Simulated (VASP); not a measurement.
Runs of VASP 6.6.1 on CsRu. The typed cell holds 2 atoms: a = 4.176 Å, b = 4.176 Å, c = 4.524 Å, α = 90.00°, β = 90.00°, γ = 120.00°. 

```tsv
level	potentials or basis	k mesh	smearing	gap on the mesh (eV)	pressure (GPa)	largest force (eV/Å)
PBE	VASP PAW PBE potentials, release 64 (Cs_sv, Ru_pv)	5 × 5 × 4	methfessel-paxton 0.025 eV	none	-3.5	0.19
PBE	VASP PAW PBE potentials, release 64 (Cs_sv, Ru_pv)	5 × 5 × 4	methfessel-paxton 0.01 eV	none	-3.5	0.20
LDA	VASP PAW LDA potentials, release 64 (Cs_sv, Ru_pv)	7 × 7 × 5	methfessel-paxton 0.1 eV	none	-7.2	0.11
LDA	VASP PAW LDA potentials, release 64 (Cs_sv, Ru_pv)	10 × 10 × 8	methfessel-paxton 0.1 eV	none	-7.1	0.11
PBE	VASP PAW PBE potentials, release 64 (Cs_sv, Ru_pv)	5 × 5 × 4	methfessel-paxton 0.005 eV	none	-3.5	0.20
LDA	VASP PAW LDA potentials, release 64 (Cs_sv, Ru_pv)	5 × 5 × 4	methfessel-paxton 0.1 eV	none	(a)	0.09
PBE	VASP PAW PBE potentials, release 64 (Cs_sv, Ru_pv)	5 × 5 × 4	methfessel-paxton 0.05 eV	none	-3.5	0.18
LDA	VASP PAW LDA potentials, release 64 (Cs_sv, Ru_pv)	8 × 8 × 7	methfessel-paxton 0.1 eV	none	-7.1	0.11
```

Alike in all rows: task single point; no spin polarisation; cell as given; cutoff (eV) 520.

Question: Estimate the missing entries.

Answer: (a) -7.0.

Caveats: the cell stands under tension; spin-orbit coupling is left out, which moves the levels of the heavy elements.

A k mesh can miss the band edges, and the runs leave out spin-orbit coupling on Cs, Ru.

A gap of «none» marks levels without a gap at the run's occupations.
